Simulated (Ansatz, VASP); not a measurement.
**Two plane-wave programs on GdO**

File INCAR:

```
PREC     = Accurate       # precision mode
ENCUT    = 520            # plane-wave cutoff, eV
EDIFF    = 1E-6           # SCF threshold, eV
ISMEAR   = 0              # smearing method
SIGMA    = 0.05           # smearing width, eV
LREAL    = False          # projectors in reciprocal space
LASPH    = True           # aspherical terms in the spheres
NELM     = 150            # most SCF steps
ALGO     = Normal         # electronic algorithm
ISIF     = 2              # what is computed and relaxed
LWAVE    = False          # write WAVECAR
LCHARG   = False          # write CHGCAR
LMAXMIX  = 6              # l up to which the mixer works
LDAU     = True           # DFT+U
LDAUTYPE = 2            
LDAUL    = 3 -1           # shell
LDAUU    = 6 0            # U, eV
LDAUJ    = 0 0          
LDAUPRINT= 1            
GGA      = PE             # functional
NBANDS   = 19             # bands
```

KPOINTS

```
Automatic mesh
0
Gamma
  10 10 10
```

POSCAR

```
GdO
1.0
    3.0325203067      0.0000000000      0.0000000000
    0.0000000000      3.0325203067      0.0000000000
    0.0000000000      0.0000000000      3.0325203067
Gd O
1 1
Direct
    0.0000000000      0.0000000000      0.0000000000
    0.5000000000      0.5000000000      0.5000000000
```

Input for Ansatz:

```yaml
crystal:
  lattice:
    - [3.0325203067, 0.0, 0.0]
    - [0.0, 3.0325203067, 0.0]
    - [0.0, 0.0, 3.0325203067]
  atoms:
    - { symbol: Gd, position: [0.0, 0.0, 0.0] }
    - { symbol: O, position: [0.5, 0.5, 0.5] }
basis:
  ecutwfc: 420
  ecutrho_ratio: 4
kpoints:
  mp_grid: { grid: [10, 10, 10] }
hamiltonian:
  xc: pbe
  hubbard: { sites: [{ species: Gd, l: f, u_eff: 6.0 }] }
scf:
  occupations: { method: gaussian, width: 0.05 }
output:
  forces: true
  stress: true
  eigenvalues: true
  populations: true
  hubbard: { sites: [{ species: Gd, l: f }] }
```

Alike in both runs: task single point; functional PBE; k mesh 10 × 10 × 10; occupations gaussian, width 0.05 eV; no spin polarisation; Hubbard terms Gd f U = 6.0 eV.

|  | VASP | Ansatz |
| --- | --- | --- |
| version | VASP 6.6.1 | Ansatz 0.2.0 |
| potentials or method | VASP PAW PBE potentials, release 64 (Gd, O), cutoff 520 eV | scalar-relativistic, plane waves, PAW |
| valence electrons in the cell | 24 | 24 |

|  | VASP | Ansatz | Ansatz less VASP |
| --- | --- | --- | --- |
| pressure (GPa) | -3.3 | 8.7 | +12.09 |

The programs project onto different local orbitals, so the same U acts differently, and such runs can settle in different states.

Spin-orbit coupling is off throughout.
